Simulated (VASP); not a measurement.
# Li2S: single point with PBE

Li2S:

```
S Li
1.0
     0.00000    2.83626    2.83626
     2.83626    0.00000    2.83626
     2.83626    2.83626    0.00000
S Li
1 2
Direct
  0.00000 0.00000 0.00000
  0.25000 0.25000 0.25000
  0.75000 0.75000 0.75000
```

* Program: VASP 6.6.1
* Task: single point
* Functional: PBE
* Potentials or basis: VASP PAW PBE potentials, release 64 (S, Li_sv)
* Cutoff: 750 eV
* k mesh: 8 × 8 × 8
* Occupations: fermi-dirac, width 0.1 eV
* Spin: no spin polarisation
* Dipole correction: no
* Further INCAR settings: ALGO = Normal; EDIFF = 1e-06; NBANDS = 13

* Pressure: 0.6 GPa
* Band gap on the k mesh: 3.38 eV, indirect (least direct gap 4.34 eV)

Levels at points of the mesh, in eV from the valence-band top:
```csv
k point,band 4,band 5,band 6,band 7,band 8,band 9
"(0.00, 0.00, 0.00)",0.00,0.00,0.00,4.34,6.24,6.24
"(0.50, 0.00, 0.00)",-2.92,-0.52,-0.52,6.17,6.58,6.58
"(0.50, 0.50, 0.00)",-2.19,-1.45,-1.45,3.38,7.12,11.19
```

Run time: 26 s on 1 thread of AMD EPYC 9R45 96-Core Processor (Zen 5) (shared host), peak memory 0.17 GiB.

A k mesh can miss the band edges. Expect the measured gap to be larger: semilocal functionals such as PBE lack the derivative discontinuity.
